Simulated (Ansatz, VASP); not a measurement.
GaSb: VASP beside Ansatz

```
Ga Sb
1.0
    -1.60265    2.45489    2.72753
     1.60265   -2.45489    2.72753
     1.60265    2.45489   -2.72753
Ga Sb
1 1
Direct
  0.00000 0.00000 0.00000
  0.50000 0.50000 0.00000
```

Change from the starting cell: volume 21.462 Å^3 an atom, stretch along a over the lengths across it, relative to the relaxed cell 1.0549.

Alike in both runs: task single point; functional PBE; k mesh 18 × 18 × 18; occupations gaussian, width 0.15 eV; no spin polarisation.

|  | VASP | Ansatz |
| --- | --- | --- |
| version | VASP 6.6.1 | Ansatz 0.2.0 |
| potentials or method | VASP PAW PBE potentials, release 64 (Ga_d, Sb), cutoff 520 eV | scalar-relativistic, plane waves, PAW |
| valence electrons in the cell | 18 | 28 |

|  | VASP | Ansatz | Ansatz less VASP |
| --- | --- | --- | --- |
| gap on the k mesh at the Fermi level (eV) | none | none | - |
| pressure (GPa) | 8.1 | 8.0 | -0.03 |
| traceless stress, the component that is largest in VASP (GPa) | 3.29 | 3.23 | -0.056 |

A gap of «none» marks a metal or a gap that the smearing closes. With one functional, cell and mesh, what is left measures potentials, basis and numerics. VASP's potentials hold 18 valence electrons a cell and Ansatz's 28, so a difference there can come from the potentials and not from the codes.

Neither program's run includes spin-orbit coupling.
